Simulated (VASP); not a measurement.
Wanted: the native input for a VASP 6.6.1 run.

- Task: single point
- Functional: PBEsol
- Potentials or basis: VASP PAW PBE potentials, release 64 (La, Rh_pv, I)
- Cutoff: 520 eV
- k mesh: 4 × 4 × 2
- Occupations: fermi-dirac, width 0.03 eV
- Spin: no spin polarisation
- Dipole correction: no
- Further INCAR settings: ALGO = Normal; EDIFF = 1e-06; NBANDS = 44

The structure of LaRhI6 lies in POSCAR:

```
LaRhI6
1.0
    4.6133022720      0.0000000000      0.0000000000
    0.0000000000      4.6133022720      0.0000000000
    0.0000000000      0.0000000000     12.0541352059
La Rh I
1 1 6
Direct
    0.0000000000      0.0000000000      0.5000000000
    0.0000000000      0.0000000000      0.0000000000
    0.5000000000      0.5000000000      0.0000000000
    0.5000000000      0.5000000000      0.5000000000
    0.5000000000      0.0000000000      0.2715039055
    0.5000000000      0.0000000000      0.7284960945
    0.0000000000      0.5000000000      0.2715039055
    0.0000000000      0.5000000000      0.7284960945
```

The input as run:

INCAR

```
SYSTEM = LaRhI6
ALGO = Normal
EDIFF = 1E-6
ENCUT = 520
GGA = PS
ISIF = 2
ISMEAR = -1
LASPH = .True.
LCHARG = .False.
LREAL = .False.
LWAVE = .False.
NBANDS = 44
NELM = 100
PREC = Accurate
SIGMA = 0.03
```

KPOINTS

```
k-points
0
Gamma
  4 4 2
  0 0 0
```

Potentials or basis: VASP PAW PBE potentials, release 64 (La, Rh_pv, I).

Command:

```console
$ cat potpaw_PBE.64/La/POTCAR potpaw_PBE.64/Rh_pv/POTCAR potpaw_PBE.64/I/POTCAR > POTCAR
$ mpirun -np 1 vasp_std > vasp.out
```

It gave:

* Pressure: 0.0 GPa
* Band gap on the k mesh: zero (bands 34 and 35 overlap by 0.94 eV)

Caveat: the PAW data sets were made with another functional, which shifts forces and pressure a little; spin-orbit coupling is left out, which moves the levels of the heavy elements.

It took 2.9 min on 1 thread of Intel(R) Xeon(R) 6975P-C (Granite Rapids) (shared host), peak memory 0.41 GiB.
